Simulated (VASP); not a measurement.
# PbS in VASP: a series of runs, part 2 of 2

VASP 6.6.1.

**3. Single point, r2SCAN**

This run uses another cell than the first one, of 35.24 Å³/atom, 0.916 times its volume.

Input file POSCAR:

```
PbS
1.0
    0.0000000000      3.3008065408      3.2347904100
    3.3008065408      0.0000000000      3.2347904100
    3.3008065408      3.3008065408      0.0000000000
Pb S
1 1
Direct
    0.0000000000      0.0000000000      0.0000000000
    0.2500000000      0.2500000000      0.2500000000
```

Input file INCAR.step1:

```
SYSTEM = PbS
  PREC = Accurate
  ENCUT = 520
  ISMEAR = 0
  SIGMA = 0.05
  LREAL = .FALSE.
  LASPH = .TRUE.
  NELM = 60
  NBANDS = 17
  GGA = PE
  ALGO = Normal
  EDIFF = 1E-4
  LWAVE = .TRUE.
  LCHARG = .FALSE.
```

Input file INCAR.step2:

```
SYSTEM = PbS
  PREC = Accurate
  ENCUT = 520
  EDIFF = 1E-6
  ISMEAR = 0
  SIGMA = 0.05
  LREAL = .FALSE.
  LASPH = .TRUE.
  NELM = 60
  ALGO = Normal
  ISIF = 2
  LWAVE = .FALSE.
  LCHARG = .FALSE.
  METAGGA = R2SCAN
  LMIXTAU = .TRUE.
  NBANDS = 17
  ISTART = 1
```

Input file KPOINTS:

```
regular mesh
0
G
  6 6 6
  0 0 0
```

Potentials or basis: VASP PAW PBE potentials, release 64 (Pb_d, S).

Launch:

```
$ cat potpaw_PBE.64/Pb_d/POTCAR potpaw_PBE.64/S/POTCAR > POTCAR
$ cp INCAR.step1 INCAR
$ mpirun -np 1 vasp_std > vasp.out
$ cp INCAR.step2 INCAR
$ mpirun -np 1 vasp_std > vasp.out
```

OUTCAR:

```text
SYSTEM = PbS
   PREC = Accurate
   ENCUT = 520
   EDIFF = 1E-6
   ISMEAR = 0
   LREAL = .FALSE.
   LASPH = .TRUE.
   NELM = 60
   ISIF = 2
   METAGGA = R2SCAN
   ISTART = 1

 ion  position               nearest neighbor table
   1  0.000  0.000  0.000-   2 2.84   2 2.84   2 2.84   2 2.84
   2  0.250  0.250  0.250-   1 2.84   1 2.84   1 2.84   1 2.84

  LATTYP: Found a body centered tetragonal cell.
 ALAT       =     4.6680453768
 C/A-ratio  =     1.3859292911

  Lattice vectors:

 A1 = (   0.0000000000,  -3.3008065408,  -3.2347904100)
 A2 = (   0.0000000000,   3.3008065408,  -3.2347904100)
 A3 = (   3.3008065408,   0.0000000000,   3.2347904100)

Analysis of symmetry for initial positions (statically):
=====================================================================
 Subroutine PRICEL returns:
 Original cell was already a primitive cell.

 Routine SETGRP: Setting up the symmetry group for a
 body centered tetragonal supercell.

 Subroutine GETGRP returns: Found  8 space group operations
 (whereof  8 operations were pure point group operations)
 out of a pool of 16 trial point group operations.

The static configuration has the point symmetry D_2d.

Analysis of symmetry for dynamics (positions and initial velocities):
=====================================================================
 Subroutine PRICEL returns:
 Original cell was already a primitive cell.

 Routine SETGRP: Setting up the symmetry group for a
 body centered tetragonal supercell.

 Subroutine GETGRP returns: Found  8 space group operations
 (whereof  8 operations were pure point group operations)
 out of a pool of 16 trial point group operations.

The dynamic configuration has the point symmetry D_2d.

 Subroutine INISYM returns: Found  8 space group operations
 (whereof  8 operations are pure point group operations),
 and found     1 'primitive' translations

----------------------------------------------------------------------------------------

                                     Primitive cell
[... 106 lines left out ...]
   ISMEAR =     0;   SIGMA  =   0.05  broadening in eV -4-tet -1-fermi 0-gaus
   EFERMI_NEDOS =   21; number of points for ismear=-14 and -15
   IALGO  =     38    algorithm
   IMIX   =      4    mixing-type and parameters
     AMIX     =   0.40;   BMIX     =  1.00
     AMIX_MAG =   1.60;   BMIX_MAG =  1.00
  volume/ion in A,a.u.               =      35.24       237.84
  Fermi-wavevector in a.u.,A,eV,Ry     =   1.075753  2.032879 15.745280  1.157245
  Thomas-Fermi vector in A             =   2.211619
   LORBIT       =      0    0 simple, 1 ext, 2 COOP (PROOUT), +10 PAW based schemes
   METAGGA = R2SCAN    functional components
   LHFCALC =     F    Hartree Fock is set to
   AEXX    =    0.0000 exact exchange contribution
   IVDW    =     0    specifies the selected vdW correction
   LEPSILON=     F    determine dielectric tensor
   LRPA    =     F    only Hartree local field effects (RPA)
 non-spin polarized calculation
 Gauss-broadening in eV      SIGMA  =   0.05
  energy-cutoff  :      520.00
  volume of cell :       70.49
 maximum number of plane-waves:      1916
 NGX is ok and might be reduce to    36
   NGX = 17   NGY = 17   NGZ = 17

 number of electron      19.9999998 magnetization

 Free energy of the ion-electron system (eV)
  ---------------------------------------------------
  ext. energy  EPLUGINS =         0.00000000
  ---------------------------------------------------
  free energy    TOTEN  =       -65.10828530 eV

  energy without entropy =      -65.10828530  energy(sigma->0) =      -65.10828530

 E-fermi :   3.0437     XC(G=0):  -8.5600

 val. band max:        2.8149758975   @ k =  -0.3333   0.1667   0.5000
 cond. band min:       3.7619166249   @ k =   0.5000   0.5000   0.0000
 fundamental gap:      0.9469407274
 Fermi energy:         3.0436730969

 k-point     1 :       0.0000    0.0000    0.0000
  band No.  band energies     occupation
      1     -14.3669      2.00000
      2     -14.3669      2.00000
      3     -14.3612      2.00000
      4     -14.3203      2.00000
      5     -14.3165      2.00000
      6     -10.4478      2.00000
[... 457 lines left out ...]
      4     -14.3247      2.00000
      5     -14.3108      2.00000
      6      -9.4424      2.00000
[... 9 lines left out ...]
     16      12.7964      0.00000
     17      14.0674      0.00000

 [... further k-points ...]
[... 5 lines left out ...]
  --------------------------------------------------------------------------------------
  -------------------------------------------------------------------------------------
  Total        0.3502510      0.3502510      0.3477193      0.0000000      0.0000000      0.0000000
  in kB        7.9611105      7.9611105      7.9035673      0.0000000      0.0000000      0.0000000
  external PRESSURE =       7.9419295 kB  Pullay stress =       0.0000000 kB

 VOLUME and BASIS-vectors are now :
 -----------------------------------------------------------------------------
  energy-cutoff  :      520.00
  volume of cell :       70.49
      direct lattice vectors                 reciprocal lattice vectors
     0.000000000  3.300806541  3.234790410    -0.151478129  0.151478129  0.154569520
     3.300806541  0.000000000  3.234790410     0.151478129 -0.151478129  0.154569520
     3.300806541  3.300806541  0.000000000     0.151478129  0.151478129 -0.154569520

 POSITION                                       TOTAL-FORCE (eV/Angst)
 -----------------------------------------------------------------------------------
      0.00000      0.00000      0.00000        -0.000000     -0.000000     -0.000000
      1.65040      1.65040      1.61740         0.000000      0.000000      0.000000
 -----------------------------------------------------------------------------------
    total drift:                                0.000000      0.000000      0.000000

  FREE ENERGIE OF THE ION-ELECTRON SYSTEM (eV)
  ---------------------------------------------------
  free  energy   TOTEN  =       -65.1082852989 eV

  energy  without entropy=      -65.1082852989  energy(sigma->0) =      -65.10828530
```

Run time: 2.3 min. Hardware: 1 thread of Intel Xeon Platinum 8375C at 2.90GHz (Ice Lake), shared host; peak memory 0.23 GiB.

Results:

```yaml
Free_energy: -65.1083 eV
Pressure: 0.8 GPa
Band_gap_on_the_k_mesh: 0.95 eV, indirect (least direct gap 1.40 eV)
```

Levels at points of the mesh, in eV from the valence-band top:
```csv
k point,band 7,band 8,band 9,band 10,band 11,band 12,band 13,band 14
"(0.00, 0.00, 0.00)",-5.89,-1.86,-1.86,-1.79,2.77,2.83,2.83,5.51
"(0.50, 0.00, 0.00)",-7.90,-2.40,-2.32,-1.91,3.51,3.56,3.96,7.32
"(0.50, 0.50, 0.00)",-8.29,-3.14,-3.14,-0.48,0.95,5.62,5.62,6.39
"(0.50, 0.00, 0.50)",-8.34,-3.07,-3.07,-0.40,1.00,5.55,5.67,6.30
```

Caveat: the PAW data sets were made with another functional, which shifts forces and pressure a little; spin-orbit coupling is left out, which moves the levels of the heavy elements. A k mesh can miss the band edges.

**4. Single point, r2SCAN (atom 1 (Pb) moved 0.12 Å along x)**

Input file POSCAR:

```
PbS
1.0
    0.0000000000      3.3008065408      3.3008065408
    3.3008065408      0.0000000000      3.3008065408
    3.3008065408      3.3008065408      0.0000000000
Pb S
1 1
Direct
   -0.0181773755      0.0181773755      0.0181773755
    0.2500000000      0.2500000000      0.2500000000
```

Input file INCAR.step1:

```
  PREC = Accurate
  ENCUT = 520
  ISMEAR = 0
  SIGMA = 0.05
  LREAL = F
  LASPH = T
  NELM = 100
  NBANDS = 17
  GGA = PE
  ALGO = Normal
  EDIFF = 1E-4
  LWAVE = T
  LCHARG = F
```

Input file INCAR.step2:

```
  PREC = Accurate
  ENCUT = 520
  EDIFF = 1E-7
  ISMEAR = 0
  SIGMA = 0.05
  LREAL = F
  LASPH = T
  NELM = 100
  ALGO = Normal
  ISIF = 2
  LWAVE = F
  LCHARG = F
  METAGGA = R2SCAN
  LMIXTAU = T
  NBANDS = 17
  ISTART = 1
```

Input file KPOINTS:

```
Automatic mesh
0
Gamma
  6 6 6
```

Launch:

```
$ cat potpaw_PBE.64/Pb_d/POTCAR potpaw_PBE.64/S/POTCAR > POTCAR
$ cp INCAR.step1 INCAR
$ mpirun -np 1 vasp_std > vasp.out
$ cp INCAR.step2 INCAR
$ mpirun -np 1 vasp_std > vasp.out
```

It took 4 min on 1 thread of Intel Xeon Platinum 8375C at 2.90GHz (Ice Lake), shared host; peak memory 0.24 GiB.

Results (log left out):

| Item | Value |
| --- | --- |
| Free energy | -65.0897 eV |
| Pressure | 0.1 GPa |
| Largest force | 0.377 eV/Å |
| Band gap on the k mesh | 1.05 eV, indirect (least direct gap 1.43 eV) |

Forces on the atoms (eV/Å):
```
Pb  -0.377  0.000  0.000
S    0.377  0.000  0.000
```

Stress tensor (GPa, compression positive):
```
0.07 0.00 0.00
0.00 0.17 0.98
0.00 0.98 0.17
```

Levels at points of the mesh, in eV from the valence-band top:
```csv
k point,band 7,band 8,band 9,band 10,band 11,band 12,band 13,band 14
"(0.00, 0.00, 0.00)",-5.90,-1.96,-1.71,-1.55,2.70,2.83,3.07,5.52
"(0.50, 0.00, 0.00)",-8.00,-2.38,-2.06,-1.68,3.32,3.91,4.05,7.36
"(0.00, 0.50, 0.00)",-7.61,-2.45,-2.12,-1.96,3.22,3.85,3.87,7.32
"(0.50, 0.50, 0.00)",-8.24,-2.94,-2.93,-0.38,1.05,5.54,5.60,6.41
"(0.00, 0.50, 0.50)",-8.19,-3.10,-2.83,-0.44,1.13,5.36,5.82,6.34
```

Caveat: the cell differs from its parent crystal (atom 1 (Pb) moved 0.12 Å along x); the PAW data sets were made with another functional, which shifts forces and pressure a little; spin-orbit coupling is left out, which moves the levels of the heavy elements. A k mesh can miss the band edges.

**5. Single point, r2SCAN (atoms moved at random and the cell strained at random)**

Input file POSCAR:

```
PbS
1.0
   -0.0007188223      3.2469435154      3.3059417891
    3.2559226362     -0.0273688493      3.3325918162
    3.2438615543      3.2615324606     -0.0153077675
Pb S
1 1
Direct
   -0.0140269190      0.0048663219      0.0021087479
    0.2640269190      0.2451336781      0.2478912521
```

Input file INCAR.step1:

```
SYSTEM = PbS
PREC     = Accurate       ! precision mode
ENCUT    = 520            ! plane-wave cutoff, eV
ISMEAR   = 0              ! smearing method
SIGMA    = 0.05           ! smearing width, eV
LREAL    = .FALSE.        ! projectors in reciprocal space
LASPH    = .TRUE.         ! aspherical terms in the spheres
NELM     = 60             ! most SCF steps
NBANDS   = 17             ! bands
GGA      = PE             ! functional
ALGO     = Normal         ! electronic algorithm
EDIFF    = 1E-4           ! SCF threshold, eV
LWAVE    = .TRUE.         ! write WAVECAR
LCHARG   = .FALSE.        ! write CHGCAR
```

Input file INCAR.step2:

```
SYSTEM = PbS
PREC     = Accurate       ! precision mode
ENCUT    = 520            ! plane-wave cutoff, eV
EDIFF    = 1E-7           ! SCF threshold, eV
ISMEAR   = 0              ! smearing method
SIGMA    = 0.05           ! smearing width, eV
LREAL    = .FALSE.        ! projectors in reciprocal space
LASPH    = .TRUE.         ! aspherical terms in the spheres
NELM     = 60             ! most SCF steps
ALGO     = Normal         ! electronic algorithm
ISIF     = 2              ! what is computed and relaxed
LWAVE    = .FALSE.        ! write WAVECAR
LCHARG   = .FALSE.        ! write CHGCAR
METAGGA  = R2SCAN         ! meta-GGA
LMIXTAU  = .TRUE.       
NBANDS   = 17             ! bands
ISTART   = 1
```

Input file KPOINTS:

```
Automatic mesh
0
G
  6 6 6
  0 0 0
```

Launch:

```
$ cat potpaw_PBE.64/Pb_d/POTCAR potpaw_PBE.64/S/POTCAR > POTCAR
$ cp INCAR.step1 INCAR
$ mpirun -np 1 vasp_std > vasp.out
$ cp INCAR.step2 INCAR
$ mpirun -np 1 vasp_std > vasp.out
```

It took 9.4 min on 1 thread of Intel Xeon Platinum 8375C at 2.90GHz (Ice Lake), shared host; peak memory 0.3 GiB.

Results (log left out):

| Quantity | Value |
| --- | --- |
| Free energy | -65.0851 eV |
| Pressure | 0.9 GPa |
| Largest force | 0.437 eV/Å |
| Band gap on the k mesh | 0.95 eV, indirect (least direct gap 1.43 eV) |

Forces in eV/Å, atoms in the order of the input:
```
Pb  -0.238  0.295  0.217
S    0.238 -0.295 -0.217
```

Stress tensor (GPa, compression positive):
```
 0.89 -0.58 -0.78
-0.58  0.85  0.50
-0.78  0.50  0.85
```

Levels at points of the mesh, in eV from the valence-band top:
| k point | band 8 | band 9 | band 10 | band 11 | band 12 | band 13 |
| --- | --- | --- | --- | --- | --- | --- |
| (0.00, 0.00, 0.00) | -2.07 | -1.75 | -1.69 | 2.66 | 2.71 | 3.08 |
| (0.50, 0.00, 0.00) | -2.38 | -2.28 | -1.69 | 3.53 | 3.67 | 4.10 |
| (0.00, 0.50, 0.00) | -2.58 | -2.14 | -1.96 | 3.22 | 3.86 | 3.87 |
| (0.50, 0.50, 0.00) | -3.09 | -2.97 | -0.39 | 1.04 | 5.49 | 5.73 |
| (0.00, 0.00, 0.50) | -2.54 | -2.18 | -1.93 | 3.15 | 3.87 | 3.96 |
| (0.50, 0.00, 0.50) | -3.17 | -3.02 | -0.47 | 0.99 | 5.44 | 5.78 |
| (0.00, 0.50, 0.50) | -3.13 | -3.09 | -0.47 | 0.95 | 5.49 | 5.73 |
| (0.50, 0.50, 0.50) | -2.55 | -2.23 | -2.03 | 3.13 | 3.83 | 3.94 |

Caveat: the cell differs from its parent crystal (atoms moved at random and the cell strained at random); the PAW data sets were made with another functional, which shifts forces and pressure a little; spin-orbit coupling is left out, which moves the levels of the heavy elements. A k mesh can miss the band edges.

**6. The runs side by side**

| cell | gap on the mesh (eV) | pressure (GPa) | largest force (eV/Å) |
| --- | --- | --- | --- |
| a = 4.775 Å, angles 60.0°, 2 atoms | 1.21 | -2.3 | - |
| a = 4.622, b = 4.622, c = 4.668 Å, angles 59.7, 59.7, 60.7°, 2 atoms | 0.95 | 0.8 | - |
| a = 4.668 Å, angles 60.0°, 2 atoms | 1.05 | 0.1 | 0.38 |
| a = 4.634, b = 4.659, c = 4.600 Å, angles 60.9, 60.4, 59.6°, 2 atoms | 0.95 | 0.9 | 0.44 |

Alike in all rows: task single point; level r2SCAN; potentials or basis VASP PAW PBE potentials, release 64 (Pb_d, S); no spin polarisation; k mesh 6 × 6 × 6; cutoff (eV) 520; smearing gaussian 0.05 eV.

Caveats: the PAW data sets were made with another functional, which shifts forces and pressure a little; spin-orbit coupling is left out, which moves the levels of the heavy elements.

Absolute energies hang on the potentials; compare differences alone.
